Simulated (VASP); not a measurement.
Write the native input for VASP 6.6.1 that does the following.

| Item | Value |
| --- | --- |
| Task | relaxation of cell and atoms |
| Functional | LDA |
| Potentials or basis | VASP PAW LDA potentials, release 64 (Ga_d, N) |
| Cutoff | 840 eV |
| k mesh | 10 × 10 × 5 |
| Occupations | gaussian, width 0.03 eV |
| Spin | no spin polarisation |
| Tolerance level | tight |
| Purpose | cell |
| Passes | 3 |
| Further INCAR settings | ALGO = Normal; EDIFF = 1e-07 |

The system is GaN.

```
CELL_PARAMETERS angstrom
3.28265 0.00000 0.00000
-1.64133 2.84286 0.00000
0.00000 0.00000 5.33276
ATOMIC_POSITIONS crystal
Ga 0.66667 0.33333 0.50000
Ga 0.33333 0.66667 0.00000
N 0.66667 0.33333 0.87500
N 0.33333 0.66667 0.37500
```

One way to write it, as run:

POSCAR

```
GaN
1.0
    3.2826507672      0.0000000000      0.0000000000
   -1.6413253836      2.8428589561      0.0000000000
    0.0000000000      0.0000000000      5.3327590764
Ga N
2 2
Direct
    0.6666666667      0.3333333333      0.5000000000
    0.3333333333      0.6666666667      0.0000000000
    0.6666666667      0.3333333333      0.8750000000
    0.3333333333      0.6666666667      0.3750000000
```

INCAR.step1

```
GGA      = CA             # functional
ISMEAR   = 0              # smearing method
SIGMA    = 0.03           # smearing width, eV
LWAVE    = F              # write WAVECAR
LCHARG   = F              # write CHGCAR
NSW      = 80             # ionic steps
PREC     = Accurate       # precision mode
LASPH    = T              # aspherical terms in the spheres
LREAL    = F              # projectors in reciprocal space
ALGO     = Normal         # electronic algorithm
EDIFF    = 1E-7           # SCF threshold, eV
NELM     = 120            # most SCF steps
GGA_COMPAT= F            
IBRION   = 2              # ionic algorithm
ISIF     = 3              # what is computed and relaxed
EDIFFG   = -0.002         # ionic threshold
NELMIN   = 4            
ENCUT    = 840            # plane-wave cutoff, eV
EFERMI   = MIDGAP       
KPAR     = 2            
POTIM    = 0.5            # step
```

INCAR.step4

```
GGA      = CA             # functional
ISMEAR   = 0              # smearing method
SIGMA    = 0.03           # smearing width, eV
LWAVE    = F              # write WAVECAR
LCHARG   = F              # write CHGCAR
PREC     = Accurate       # precision mode
LASPH    = T              # aspherical terms in the spheres
LREAL    = F              # projectors in reciprocal space
ALGO     = Normal         # electronic algorithm
EDIFF    = 1E-7           # SCF threshold, eV
NELM     = 120            # most SCF steps
GGA_COMPAT= F            
ISIF     = 2              # what is computed and relaxed
ENCUT    = 840            # plane-wave cutoff, eV
EFERMI   = MIDGAP       
KPAR     = 2
```

KPOINTS

```
Automatic mesh
0
Gamma
  10 10 5
  0 0 0
```

Potentials or basis: VASP PAW LDA potentials, release 64 (Ga_d, N).

Launch:

```sh
$ cat potpaw_LDA.64/Ga_d/POTCAR potpaw_LDA.64/N/POTCAR > POTCAR
$ cp INCAR.step1 INCAR
$ cp POSCAR.step1 POSCAR
$ mpirun -np 2 vasp_std > vasp.out
$ cp CONTCAR POSCAR
$ mpirun -np 2 vasp_std > vasp.out
$ cp CONTCAR POSCAR
$ mpirun -np 2 vasp_std > vasp.out
$ cp CONTCAR POSCAR
$ cp INCAR.step4 INCAR
$ mpirun -np 2 vasp_std > vasp.out
```

Results of the run:

* Relaxed volume: 11.11 Å³/atom
* Relaxed cell: a = 3.158 Å, b = 3.158 Å, c = 5.148 Å, α = 90.00°, β = 90.00°, γ = 120.00°
* Space group after relaxing (to 0.1 Å): P6_3mc (No. 186)
* Energy gained by relaxing: 81.4 meV/atom
* Ionic steps: 14
* Pressure after relaxing: 0.0 GPa
* Band gap on the k mesh: 2.11 eV

Run time: 5.1 min on 2 MPI ranks on Intel(R) Xeon(R) 6975P-C (Granite Rapids), with other jobs on the host, peak memory 0.23 GiB a rank.
